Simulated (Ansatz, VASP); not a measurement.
# Two plane-wave programs on SiC5

The input INCAR:

```
PREC = Accurate
ENCUT = 520
EDIFF = 1E-6
ISMEAR = 0
SIGMA = 0.1
LREAL = F
LASPH = T
NELM = 150
ALGO = Normal
ISIF = 2
LWAVE = F
LCHARG = T
ISPIN = 2
MAGMOM = 0 1 1 1 1 1
LORBIT = 11
GGA = PE
LELF = T
LVHAR = T
NBANDS = 25
```

File KPOINTS:

```
regular mesh
0
Gamma
  6 6 2
```

POSCAR

```
SiC5
1.0
    2.6534937000      0.0000000000      0.0000000000
   -1.3267468500      2.2979929500      0.0000000000
    0.0000000000      0.0000000000     12.9994112000
Si C
1 5
Direct
    0.0000000000      0.0000000000      0.5000000000
    0.0000000000      0.0000000000      0.0000000000
    0.3333333300      0.6666666700      0.8333333300
    0.6666666700      0.3333333300      0.6666666700
    0.3333333300      0.6666666700      0.3333333300
    0.6666666700      0.3333333300      0.1666666700
```

Input for Ansatz:

```yaml
crystal:
  lattice:
    - [2.6534937, 0.0, 0.0]
    - [-1.32674685, 2.29799295, 0.0]
    - [0.0, 0.0, 12.9994112]
  atoms:
    - { symbol: Si, position: [0.0, 0.0, 0.5] }
    - { symbol: C, position: [0.0, 0.0, 0.0], spin: 1.0 }
    - { symbol: C, position: [0.33333333, 0.66666667, 0.83333333], spin: 1.0 }
    - { symbol: C, position: [0.66666667, 0.33333333, 0.66666667], spin: 1.0 }
    - { symbol: C, position: [0.33333333, 0.66666667, 0.33333333], spin: 1.0 }
    - { symbol: C, position: [0.66666667, 0.33333333, 0.16666667], spin: 1.0 }
basis:
  ecutwfc: 420
kpoints:
  mp_grid: { grid: [6, 6, 2] }
hamiltonian:
  xc: pbe
scf:
  occupations: { method: gaussian, width: 0.1 }
  lower_state_search: "off"
output:
  forces: true
  stress: true
  eigenvalues: true
  populations: true
magnetization:
  spin_polarized: true
```

Alike in both runs: task single point; functional PBE; k mesh 6 × 6 × 2; occupations gaussian, width 0.1 eV; collinear spin.

|  | VASP | Ansatz |
| --- | --- | --- |
| version | VASP 6.6.1 | Ansatz 0.2.0 |
| potentials or method | VASP PAW PBE potentials, release 64 (Si, C), cutoff 520 eV | scalar-relativistic, plane waves, PAW |
| valence electrons in the cell | 24 | 24 |

|  | VASP | Ansatz | Ansatz less VASP |
| --- | --- | --- | --- |
| gap on the k mesh at the Fermi level (eV) | none | none | - |
| pressure (GPa) | -23.7 | -23.7 | -0.02 |
| traceless stress, the component that is largest in VASP (GPa) | -4.75 | -4.75 | -0.003 |
| rms of the force components (eV/Å) | 0.036 | 0.036 | +0.0001 |
| net moment per atom (μB) | 0.00 | 0.00 | -0.001 |

Atom by atom the forces differ by 0.000 eV/Å (rms over components). A gap of «none» marks a metal or a gap that the smearing closes. Ansatz's warnings: seeded moment not kept.

The k mesh is coarse, so the values compare programs but aren't converged.
